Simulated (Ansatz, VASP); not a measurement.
## One calculation of HfS4, two programs

The input INCAR:

```
ALGO = Normal
EDIFF = 1E-6
EDIFFG = -0.04
ENCUT = 600
GGA = PE
IBRION = 2
ISIF = 3
ISMEAR = 0
LASPH = T
LCHARG = F
LREAL = F
LWAVE = F
NELM = 60
NSW = 90
PREC = Accurate
SIGMA = 0.1
```

File KPOINTS:

```
k-points
0
Gamma
  4 4 4
```

Contents of POSCAR:

```
HfS4
1.0
    0.0000000000      3.9141372900      3.9141372900
    3.9141372900      0.0000000000      3.9141372900
    3.9141372900      3.9141372900      0.0000000000
Hf S
1 4
Direct
    0.5000000000      0.5000000000      0.5000000000
    0.1244543500      0.1244543500      0.1244543500
    0.1244543500      0.1244543500      0.6266369600
    0.1244543500      0.6266369600      0.1244543500
    0.6266369600      0.1244543500      0.1244543500
```

Input for Ansatz:

```yaml
crystal:
  lattice:
    - [0.0, 3.91413729, 3.91413729]
    - [3.91413729, 0.0, 3.91413729]
    - [3.91413729, 3.91413729, 0.0]
  atoms:
    - { symbol: Hf, position: [0.5, 0.5, 0.5] }
    - { symbol: S, position: [0.12445435, 0.12445435, 0.12445435] }
    - { symbol: S, position: [0.12445435, 0.12445435, 0.62663696] }
    - { symbol: S, position: [0.12445435, 0.62663696, 0.12445435] }
    - { symbol: S, position: [0.62663696, 0.12445435, 0.12445435] }
basis:
  ecutwfc: 420
kpoints:
  mp_grid: { grid: [4, 4, 4] }
hamiltonian:
  xc: pbe
scf:
  occupations: { method: gaussian, width: 0.1 }
  lower_state_search: "off"
output:
  forces: true
  stress: true
  eigenvalues: true
relax:
  adjacent_minimum: "off"
  f_tol: 0.04
  max_steps: 70
  cell: { stress_tol: 0.4 }
```

Alike in both runs: task relaxation of cell and atoms; functional PBE; k mesh 4 × 4 × 4; occupations gaussian, width 0.1 eV; no spin polarisation.

|  | VASP | Ansatz |
| --- | --- | --- |
| version | VASP 6.6.1 | Ansatz 0.2.0 |
| potentials or method | VASP PAW PBE potentials, release 64 (Hf_pv, S), cutoff 600 eV | scalar-relativistic, plane waves, PAW |
| valence electrons in the cell | 34 | 50 |

Ansatz gave:

| Property | Result |
| --- | --- |
| gap on the k mesh at the Fermi level, each at its own relaxed structure (eV) | none |
| relaxed volume (Å³/atom) | 20.02 |
| relaxed cell length with the largest relative difference (Å) | 5.212 |

Problem. What did VASP give for the same quantities?

Solution. gap on the k mesh at the Fermi level, each at its own relaxed structure (eV): none; relaxed volume (Å³/atom): 20.07; relaxed cell length with the largest relative difference (Å): 5.216.

A gap of «none» marks a metal or a gap that the smearing closes. VASP's potentials hold 34 valence electrons a cell and Ansatz's 50, so a difference there can come from the potentials and not from the codes.

Spin-orbit coupling is off throughout. Noted on VASP's run: the volume moved by over 15 % at a fixed basis, so the end points are rough.
